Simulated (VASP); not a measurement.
Wanted: the native input for a VASP 6.6.1 run.

```yaml
Task: single point
Functional: PBEsol
Potentials_or_basis: VASP PAW PBE potentials, release 64 (Cu, Al)
Cutoff: 520 eV
k_mesh: 6 × 6 × 6
Occupations: gaussian, width 0.1 eV
Spin: no spin polarisation
Dipole_correction: no
Further_INCAR_settings: ALGO = Fast; EDIFF = 1e-07; NBANDS = 18
```

The structure of Al3Cu lies in POSCAR:

```
Al3Cu
1.0
    3.7670417310      0.0000000000      0.0000000000
    0.0000000000      3.7670417310      0.0000000000
    0.0000000000      0.0000000000      3.7670417310
Cu Al
1 3
Direct
    0.0000000000      0.0000000000      0.0000000000
    0.5000000000      0.5000000000      0.0000000000
    0.5000000000      0.0000000000      0.5000000000
    0.0000000000      0.5000000000      0.5000000000
```

This cell differs from its parent crystal: Ti replaced by Cu, lengths x 0.968, strained.

The input as run:

INCAR

```
SYSTEM = Al3Cu
ALGO = Fast
EDIFF = 1E-7
ENCUT = 520
GGA = PS
ISIF = 2
ISMEAR = 0
LASPH = .True.
LCHARG = .False.
LREAL = .False.
LWAVE = .False.
NBANDS = 18
NELM = 60
PREC = Accurate
SIGMA = 0.1
```

KPOINTS

```
k-points
0
Gamma
  6 6 6
  0 0 0
```

Potentials or basis: VASP PAW PBE potentials, release 64 (Cu, Al).

The run is started by

```console
$ cat potpaw_PBE.64/Cu/POTCAR potpaw_PBE.64/Al/POTCAR > POTCAR
$ mpirun -np 1 vasp_std > vasp.out
```

Results of the run:

```json
{
  "Pressure": "12.0 GPa",
  "Band gap on the k mesh": "zero (band 10 reaches 11.71 eV, above the bottom of band 11 at 7.67 eV)"
}
```

Caveat: the cell differs from its parent crystal (Ti replaced by Cu, lengths x 0.968, strained); the PAW data sets were made with another functional, which shifts forces and pressure a little.

Wall time 11 s on 1 thread of Intel(R) Xeon(R) 6975P-C (Granite Rapids) (shared host), peak memory 0.15 GiB.
